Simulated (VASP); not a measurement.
# Te (P3_121) in VASP: electric field gradients with PBE

Aim: the electric field gradients of Te with PBE.

All numbers are computed with VASP 6.6.1; they aren't measurements. Logs are shortened: lines on timing, memory, paths and dates and some standing lists are left out, and cuts for length are marked.

### Step 1. The cell of the first run

It takes space group P3_121 (No. 152, trigonal). Conventional cell: a = 4.519 Å, b = 4.519 Å, c = 5.956 Å, α = 90.00°, β = 90.00°, γ = 120.00°. Te (site symmetry 2) has 6 Te at 2.89 to 3.51 Å within 3.8 Å.

### Step 2. Electric field gradients, PBE

INCAR

```
SYSTEM = Te
PREC = Accurate
ENCUT = 520
EDIFF = 1E-8
ISMEAR = 0
SIGMA = 0.01
LREAL = .False.
LASPH = .True.
NELM = 80
ALGO = Normal
ISIF = 2
LWAVE = .False.
LCHARG = .False.
GGA = PE
LEFG = .True.
NBANDS = 16
```

KPOINTS

```
Automatic mesh
0
Gamma
  12 12 6
  0 0 0
```

POSCAR

```
Te
1.0
    4.5186667924      0.0000000000      0.0000000000
   -2.2593333962      3.9132802334      0.0000000000
    0.0000000000      0.0000000000      5.9561016617
Te
3
Direct
    0.2682940027      0.0000000000      0.3333333333
    0.0000000000      0.2682940027      0.6666666667
    0.7317059973      0.7317059973      0.0000000000
```

Potentials or basis: VASP PAW PBE potentials, release 64 (Te).

On the command line:

```console
> cat potpaw_PBE.64/Te/POTCAR > POTCAR
> mpirun -np 1 vasp_std > vasp.out
```

OUTCAR:

```text
SYSTEM = Te
   PREC = Accurate
   ENCUT = 520
   EDIFF = 1E-8
   ISMEAR = 0
   LREAL = .False.
   LASPH = .True.
   NELM = 80
   ISIF = 2
   GGA = PE

 ion  position               nearest neighbor table
   1  0.268  0.000  0.333-   3 2.89   2 2.89   3 3.51   3 3.51   2 3.51   2 3.51
   2  0.000  0.268  0.667-   3 2.89   1 2.89   3 3.51   3 3.51   1 3.51   1 3.51
   3  0.732  0.732  0.000-   2 2.89   1 2.89   1 3.51   2 3.51   2 3.51   1 3.51

  LATTYP: Found a hexagonal cell.
 ALAT       =     4.5186667924
 C/A-ratio  =     1.3181103930

  Lattice vectors:

 A1 = (   4.5186667924,   0.0000000000,   0.0000000000)
 A2 = (  -2.2593333962,   3.9132802334,   0.0000000000)
 A3 = (   0.0000000000,   0.0000000000,   5.9561016617)

Analysis of symmetry for initial positions (statically):
=====================================================================
 Subroutine PRICEL returns:
 Original cell was already a primitive cell.

 Routine SETGRP: Setting up the symmetry group for a
 hexagonal supercell.

 Subroutine GETGRP returns: Found  6 space group operations
 (whereof  2 operations were pure point group operations)
 out of a pool of 24 trial point group operations.

The static configuration has the point symmetry C_2 .
 The point group associated with its full space group is D_3 .

Analysis of symmetry for dynamics (positions and initial velocities):
=====================================================================
 Subroutine PRICEL returns:
 Original cell was already a primitive cell.

 Routine SETGRP: Setting up the symmetry group for a
 hexagonal supercell.

 Subroutine GETGRP returns: Found  6 space group operations
 (whereof  2 operations were pure point group operations)
 out of a pool of 24 trial point group operations.

The dynamic configuration has the point symmetry C_2 .
 The point group associated with its full space group is D_3 .

 Subroutine INISYM returns: Found  6 space group operations
 (whereof  2 operations are pure point group operations),
 and found     1 'primitive' translations

----------------------------------------------------------------------------------------

                                     Primitive cell

  volume of cell :     105.3206

  direct lattice vectors                    reciprocal lattice vectors
     4.518666792  0.000000000  0.000000000     0.221304213  0.127770047  0.000000000
    -2.259333396  3.913280233  0.000000000     0.000000000  0.255540094  0.000000000
     0.000000000  0.000000000  5.956101662     0.000000000  0.000000000  0.167895052

  length of vectors
     4.518666792  4.518666792  5.956101662     0.255540094  0.255540094  0.167895052

  position of ions in fractional coordinates (direct lattice)
     0.268294003  0.000000000  0.333333333
     0.000000000  0.268294003  0.666666667
     0.731705997  0.731705997  0.000000000

  ion indices of the primitive-cell ions
   primitive index   ion index
                 1           1
                 2           2
                 3           3

----------------------------------------------------------------------------------------

 KPOINTS: Automatic mesh

Automatic generation of k-mesh.
 Grid dimensions read from file:
 generate k-points for:   12   12    6

 Generating k-lattice:

  Cartesian coordinates                     Fractional coordinates (reciprocal lattice)
     0.018442018  0.010647504  0.000000000     0.083333333  0.000000000  0.000000000
     0.000000000  0.021295008  0.000000000     0.000000000  0.083333333  0.000000000
     0.000000000  0.000000000  0.027982509     0.000000000  0.000000000  0.166666667

  Length of vectors
     0.021295008  0.021295008  0.027982509

  Shift w.r.t. Gamma in fractional coordinates (k-lattice)
     0.000000000  0.000000000  0.000000000

 Subroutine IBZKPT returns following result:
 ===========================================

 Found    100 irreducible k-points:

 Following reciprocal coordinates:
            Coordinates               Weight
  0.000000  0.000000  0.000000      1.000000
  0.083333  0.000000  0.000000      6.000000
  0.166667  0.000000  0.000000      6.000000
  0.250000  0.000000  0.000000      6.000000
  0.333333 -0.000000  0.000000      6.000000
  0.416667 -0.000000  0.000000      6.000000
[... 16 lines left out ...]
  0.166667  0.000000  0.166667      6.000000
  0.000000  0.166667  0.166667      6.000000
 [... further k-points ...]
   k-points           NKPTS =    100   k-points in BZ     NKDIM =    100   number of bands    NBANDS=     16
   number of dos      NEDOS =    301   number of ions     NIONS =      3
   total plane-waves  NPLWV =  62208
   dimension x,y,z NGX =    36 NGY =   36 NGZ =   48
   dimension x,y,z NGXF=    72 NGYF=   72 NGZF=   96
   ions per type =               3
   NGX,Y,Z   is equivalent  to a cutoff of  13.24, 13.24, 13.40 a.u.
   NGXF,Y,Z  is equivalent  to a cutoff of  26.49, 26.49, 26.80 a.u.
 SYSTEM =  Te
   PREC   = accura    normal or accurate (medium, high low for compatibility)
   ISTART =      0    job   : 0-new  1-cont  2-samecut
   ICHARG =      2    charge: 1-file 2-atom 10-const
   ISPIN  =      1    spin polarized calculation?
   LNONCOLLINEAR =      F non collinear calculations
   LSORBIT =      F    spin-orbit coupling
   LASPH  =      T    aspherical Exc in radial PAW
   ENCUT  =  520.0 eV  38.22 Ry    6.18 a.u.   8.40  8.40 11.07*2*pi/ulx,y,z
   NELM   =     80;   NELMIN=  2; NELMDL= -5     # of ELM steps
   EDIFF  = 0.1E-07   stopping-criterion for ELM
   LREAL  =      F    real-space projection
   EDIFFG = 0.1E-06   stopping-criterion for IOM
   NSW    =      0    number of steps for IOM
   IBRION =     -1    ionic relax: 0-MD 1-quasi-New 2-CG
   NFREE  =      0    steps in history (QN), initial steepest desc. (CG)
   ISIF   =      2    stress and relaxation
   ISYM   =      2    0-nonsym 1-usesym 2-fastsym
   POTIM  = 0.5000    time-step for ionic-motion
   TEBEG  =    0.0;   TEEND  =   0.0 temperature during run
   PSTRESS=    0.0 pullay stress
   NELECT =      18.0000    total number of electrons
   NUPDOWN=      -1.0000    fix difference up-down
   EMIN   =  10.00;   EMAX   =-10.00  energy-range for DOS
   EFERMI =   0.00;   METHOD = LEGACY
   ISMEAR =     0;   SIGMA  =   0.01  broadening in eV -4-tet -1-fermi 0-gaus
   EFERMI_NEDOS =   21; number of points for ismear=-14 and -15
   IALGO  =     38    algorithm
   IMIX   =      4    mixing-type and parameters
     AMIX     =   0.40;   BMIX     =  1.00
     AMIX_MAG =   1.60;   BMIX_MAG =  1.00
  volume/ion in A,a.u.               =      35.11       236.91
  Fermi-wavevector in a.u.,A,eV,Ry     =   0.908506  1.716828 11.230024  0.825383
  Thomas-Fermi vector in A             =   2.032440
   LORBIT       =      0    0 simple, 1 ext, 2 COOP (PROOUT), +10 PAW based schemes
   GGA     = PE    functional components
   LHFCALC =     F    Hartree Fock is set to
   AEXX    =    0.0000 exact exchange contribution
   IVDW    =     0    specifies the selected vdW correction
   LEPSILON=     F    determine dielectric tensor
   LRPA    =     F    only Hartree local field effects (RPA)
 non-spin polarized calculation
 Gauss-broadening in eV      SIGMA  =   0.01
  energy-cutoff  :      520.00
  volume of cell :      105.32
 maximum number of plane-waves:      2878
 NGX is ok and might be reduce to    36
   NGX = 17   NGY = 17   NGZ = 23

 number of electron      17.9999999 magnetization

 Free energy of the ion-electron system (eV)
  ---------------------------------------------------
  ext. energy  EPLUGINS =         0.00000000
  ---------------------------------------------------
  free energy    TOTEN  =        -9.43196341 eV

  energy without entropy =       -9.43196341  energy(sigma->0) =       -9.43196341

 E-fermi :   5.6220     XC(G=0):  -8.9202

 val. band max:        5.5167175308   @ k =   0.3333   0.3333   0.5000
 cond. band min:       5.7312541183   @ k =   0.3333   0.3333   0.5000
 fundamental gap:      0.2145365875
 Fermi energy:         5.6219640865

 k-point     1 :       0.0000    0.0000    0.0000
  band No.  band energies     occupation
      1      -7.8497      2.00000
      2      -4.6839      2.00000
      3      -4.6839      2.00000
      4       2.5496      2.00000
      5       2.8100      2.00000
      6       2.8100      2.00000
[... 8 lines left out ...]
     15      11.4167      0.00000
     16      11.8427      0.00000

 k-point     2 :       0.0833    0.0000    0.0000
  band No.  band energies     occupation
      1      -7.8053      2.00000
      2      -4.6990      2.00000
      3      -4.6739      2.00000
      4       2.1737      2.00000
      5       2.5536      2.00000
      6       2.7305      2.00000
[... 8 lines left out ...]
     15      11.5669      0.00000
     16      11.8460      0.00000

 k-point     3 :       0.1667    0.0000    0.0000
  band No.  band energies     occupation
      1      -7.6754      2.00000
      2      -4.7561      2.00000
      3      -4.6449      2.00000
      4       1.5701      2.00000
      5       2.1555      2.00000
      6       2.5046      2.00000
[... 8 lines left out ...]
     15      11.6883      0.00000
     16      12.0984      0.00000

 k-point     4 :       0.2500    0.0000    0.0000
  band No.  band energies     occupation
      1      -7.4717      2.00000
      2      -4.8798      2.00000
      3      -4.6019      2.00000
      4       1.1194      2.00000
      5       1.7800      2.00000
      6       2.2528      2.00000
[... 8 lines left out ...]
     15      11.9813      0.00000
     16      12.6778      0.00000
[... 324 lines left out ...]
 k-point    22 :       0.0000    0.0833    0.1667
  band No.  band energies     occupation
      1      -7.7085      2.00000
      2      -5.5478      2.00000
      3      -3.8239      2.00000
      4       2.1929      2.00000
      5       2.3236      2.00000
      6       2.8621      2.00000
[... 8 lines left out ...]
     15      11.3629      0.00000
     16      11.6751      0.00000

 k-point    23 :       0.1667    0.0000    0.1667
  band No.  band energies     occupation
      1      -7.5824      2.00000
      2      -5.4862      2.00000
      3      -3.9575      2.00000
      4       1.6694      2.00000
      5       2.3361      2.00000
      6       2.6449      2.00000
[... 8 lines left out ...]
     15      11.3391      0.00000
     16      11.8042      0.00000

 k-point    24 :       0.0000    0.1667    0.1667
  band No.  band energies     occupation
      1      -7.5795      2.00000
      2      -5.5155      2.00000
      3      -3.9016      2.00000
      4       1.6491      2.00000
      5       1.8538      2.00000
      6       2.5882      2.00000
[... 8 lines left out ...]
     15      11.6927      0.00000
     16      12.0749      0.00000

 [... further k-points ...]
[... 5 lines left out ...]
  --------------------------------------------------------------------------------------
  -------------------------------------------------------------------------------------
  Total       -0.0008969     -0.0008969      0.0012093      0.0000000      0.0000000      0.0000000
  in kB       -0.0136442     -0.0136442      0.0183958      0.0000000      0.0000000      0.0000000
  external PRESSURE =      -0.0029642 kB  Pullay stress =       0.0000000 kB

 VOLUME and BASIS-vectors are now :
 -----------------------------------------------------------------------------
  energy-cutoff  :      520.00
  volume of cell :      105.32
      direct lattice vectors                 reciprocal lattice vectors
     4.518666792  0.000000000  0.000000000     0.221304213  0.127770047  0.000000000
    -2.259333396  3.913280233  0.000000000     0.000000000  0.255540094  0.000000000
     0.000000000  0.000000000  5.956101662     0.000000000  0.000000000  0.167895052

 POSITION                                       TOTAL-FORCE (eV/Angst)
 -----------------------------------------------------------------------------------
      1.21233      0.00000      1.98537         0.007846      0.000000      0.000000
     -0.60617      1.04991      3.97073        -0.003923      0.006794     -0.000000
      1.65317      2.86337      0.00000        -0.003923     -0.006794      0.000000
 -----------------------------------------------------------------------------------
    total drift:                                0.000000     -0.000000      0.000000

  FREE ENERGIE OF THE ION-ELECTRON SYSTEM (eV)
  ---------------------------------------------------
  free  energy   TOTEN  =        -9.4319634072 eV

  energy  without entropy=       -9.4319634072  energy(sigma->0) =       -9.43196341

 Electric field gradients (V/A^2)
---------------------------------------------------------------------
 ion       V_xx      V_yy      V_zz      V_xy      V_xz      V_yz
---------------------------------------------------------------------
   1     191.074  -379.088   188.013     0.000     0.000   345.059
   2    -236.547    48.534   188.013  -246.887  -298.829  -172.529
   3    -236.547    48.534   188.013   246.887   298.829  -172.529
---------------------------------------------------------------------

 Electric field gradients after diagonalization (V/A^2)
 (convention: |V_zz| > |V_xx| > |V_yy|)
----------------------------------------------------------------------
 ion       V_xx      V_yy      V_zz     asymmetry (V_yy - V_xx)/ V_zz
----------------------------------------------------------------------
   1     351.079   191.074  -542.154       0.295
   2     351.079   191.074  -542.154       0.295
   3     351.079   191.074  -542.154       0.295
----------------------------------------------------------------------

           NMR quadrupolar parameters

 Cq : quadrupolar parameter    Cq=e*Q*V_zz/h
 eta: asymmetry parameters     (V_yy - V_xx)/ V_zz
 Q  : nuclear electric quadrupole moment in mb (millibarn)
----------------------------------------------------------------------
 ion       Cq(MHz)       eta       Q (mb)
----------------------------------------------------------------------
   1      -1.311       0.295       1.000
   2      -1.311       0.295       1.000
   3      -1.311       0.295       1.000
----------------------------------------------------------------------
```

It took 1.9 min on 1 thread of Intel Xeon Platinum 8259CL at 2.50GHz (Skylake/Cascade Lake), shared host; peak memory 0.31 GiB.

What came out:

```yaml
Free_energy: -9.4320 eV
Pressure: 0.0 GPa
Largest_force: 0.008 eV/Å
Band_gap_on_the_k_mesh: 0.21 eV, direct
```

Forces on the atoms (eV/Å):
```
Te   0.008  0.000  0.000
Te  -0.004  0.007  0.000
Te  -0.004 -0.007  0.000
```

Electric field gradients, principal values (V/Å²):
```
atom    least   middle  greatest (by size)
1 Te  191.074  351.079            -542.154
2 Te  191.074  351.079            -542.154
3 Te  191.074  351.079            -542.154
```

Caveat: without QUAD_EFG the Cq values of the log hold for a quadrupole moment of 1 mb, not for the nuclei; spin-orbit coupling is left out, which moves the levels of the heavy elements. A k mesh can miss the band edges.
